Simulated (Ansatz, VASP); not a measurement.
# Two plane-wave programs on PbO2

```
Pb O
1.0
     0.00000    2.66423    2.66423
     2.66423    0.00000    2.66423
     2.66423    2.66423    0.00000
Pb O
1 2
Direct
  0.00000 0.00000 0.00000
  0.25000 0.25000 0.25000
  0.75000 0.75000 0.75000
```

Alike in both runs: functional PBEsol; k mesh 14 × 14 × 14; occupations gaussian, width 0.1 eV; no spin polarisation.

Ansatz relaxed the structure, and its values are those at the end. VASP's run is a single point on that final structure, the one shown.

```csv
,VASP,Ansatz
version,VASP 6.6.1,Ansatz 0.2.0
potentials or method,"VASP PAW PBE potentials, release 64 (Pb_d, O), cutoff 520 eV","scalar-relativistic, plane waves, PAW"
valence electrons in the cell,26,26
```

VASP gave:

* gap on the k mesh at the Fermi level (eV): none
* pressure (GPa): 0.3

**Question.** What did Ansatz give for the same quantities?

**Answer.** gap on the k mesh at the Fermi level (eV): none; pressure (GPa): 0.0.

VASP's potentials were made for PBE, not for PBEsol. A gap of «none» marks a metal or a gap that the smearing closes.

Spin-orbit coupling is off throughout.
